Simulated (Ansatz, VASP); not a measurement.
**Two plane-wave programs on Be3V**

```xyz
4
Lattice="0.0000 2.6613 2.6613 2.6613 0.0000 2.6613 2.6613 2.6613 0.0000" Properties=species:S:1:pos:R:3 pbc="T T T"
Be    1.3307    1.3307    1.3307
Be    3.9920    3.9920    3.9920
Be    2.6613    2.6613    2.6613
V     0.0000    0.0000    0.0000
```

Alike in both runs: functional PBE; k mesh 14 × 14 × 14; occupations gaussian, width 0.1 eV; no spin polarisation.

Ansatz relaxed the structure, and its values are those at the end. VASP's run is a single point on that final structure, the one shown.

|  | VASP | Ansatz |
| --- | --- | --- |
| version | VASP 6.6.1 | Ansatz 0.2.0 |
| potentials or method | VASP PAW PBE potentials, release 64 (Be, V_sv), cutoff 520 eV | scalar-relativistic, plane waves, PAW |
| valence electrons in the cell | 19 | 19 |

|  | VASP | Ansatz | Ansatz less VASP |
| --- | --- | --- | --- |
| gap on the k mesh at the Fermi level (eV) | none | none | - |
| pressure (GPa) | 0.0 | 0.0 | -0.03 |

A gap of «none» marks a metal or a gap that the smearing closes. The functional is the same, so the differences come from potentials, cutoffs and numerics.
